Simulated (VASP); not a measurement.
Write the native input for VASP 6.6.1 that does the following.

```
Task                   : relaxation of cell and atoms
Functional             : PBE
Potentials or basis    : VASP PAW PBE potentials, release 64 (B, C)
Cutoff                 : 600 eV
k mesh                 : 6 × 6 × 6
Occupations            : gaussian, width 0.1 eV
Spin                   : no spin polarisation
Dipole correction      : no
Further INCAR settings : ALGO = Fast; EDIFF = 1e-06; IBRION = 2; EDIFFG = -0.04; NSW = 90; ISIF = 3
```

The structure of BC2 lies in POSCAR:

```
BC2
1.0
   -2.3610448785      2.3610448785      1.9653364891
    2.3610448785     -2.3610448785      1.9653364891
    2.3610448785      2.3610448785     -1.9653364891
B C
2 4
Direct
    0.2500000000      0.2500000000      0.0000000000
    0.7500000000      0.7500000000      0.0000000000
    0.6670000000      0.1670000000      0.8340000000
    0.1670000000      0.3330000000      0.5000000000
    0.3330000000      0.8330000000      0.1660000000
    0.8330000000      0.6670000000      0.5000000000
```

These files were run (other wordings do the same):

INCAR

```
PREC = Accurate ; ENCUT = 600
EDIFF = 1E-6 ; ISMEAR = 0
SIGMA = 0.1 ; LREAL = False
LASPH = True ; NELM = 100
ALGO = Fast ; ISIF = 3
LWAVE = False ; LCHARG = False
GGA = PE ; IBRION = 2
NSW = 90 ; EDIFFG = -0.04
```

KPOINTS

```
regular mesh
0
Gamma
  6 6 6
```

Potentials or basis: VASP PAW PBE potentials, release 64 (B, C).

The run is started by

```sh
$ cat potpaw_PBE.64/B/POTCAR potpaw_PBE.64/C/POTCAR > POTCAR
$ mpirun -np 1 vasp_std > vasp.out
```

It gave:

```
Relaxed volume                        : 6.15 Å³/atom
Relaxed cell                          : a = 3.687 Å, b = 3.687 Å, c = 3.687 Å, α = 116.92°, β = 116.92°, γ = 95.43°
Space group after relaxing (to 0.1 Å) : I4/mcm (No. 140)
Pressure after relaxing               : 0.1 GPa
Largest force after relaxing          : 0.024 eV/Å
Band gap on the k mesh                : zero (bands 11 and 12 overlap by 4.07 eV)
```

Caveat: the volume moved by over 15 % at a fixed basis, so the end points are rough.

Wall time 13 min on 1 thread of Intel(R) Xeon(R) Platinum 8375C CPU @ 2.90GHz (Ice Lake) (shared host), peak memory 0.19 GiB.
